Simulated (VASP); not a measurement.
Input of a VASP 6.6.1 run:

The input POSCAR:

```
Ag
1.0
    0.0000000000      2.0010495236      2.0010495236
    2.0010495236      0.0000000000      2.0010495236
    2.0010495236      2.0010495236      0.0000000000
Ag
1
Direct
    0.0000000000      0.0000000000      0.0000000000
```

File INCAR.step1:

```
PREC = Accurate ; ENCUT = 520
ISMEAR = -1 ; SIGMA = 0.05
LREAL = False ; LASPH = True
NELM = 100 ; NBANDS = 12
GGA = PE ; ALGO = Normal
EDIFF = 1E-4 ; LWAVE = True
LCHARG = False
```

File INCAR.step2:

```
PREC = Accurate ; ENCUT = 520
EDIFF = 1E-7 ; ISMEAR = -1
SIGMA = 0.05 ; LREAL = False
LASPH = True ; NELM = 100
ALGO = Normal ; ISIF = 2
LWAVE = False ; LCHARG = False
METAGGA = R2SCAN ; LMIXTAU = True
IVDW = 13 ; VDW_S6 = 1.0
VDW_S8 = 0.6018749 ; VDW_A1 = 0.51559235
VDW_A2 = 5.77342911 ; NBANDS = 12
ISTART = 1
```

File KPOINTS:

```
regular mesh
0
Gamma
  11 11 11
```

Potentials or basis: VASP PAW PBE potentials, release 64 (Ag).

The run is started by

```bash
$ cat potpaw_PBE.64/Ag/POTCAR > POTCAR
$ cp INCAR.step1 INCAR
$ mpirun -np 1 vasp_std > vasp.out
$ cp INCAR.step2 INCAR
$ mpirun -np 1 vasp_std > vasp.out
```

Q: What does it give for the dispersion energy per atom?

A: -0.207 eV.

Q: What does it give for the pressure?

A: 7.8 GPa.

Caveat: the PAW data sets were made with another functional, which shifts forces and pressure a little; pairwise dispersion overbinds metals, which lowers pressure and volume.
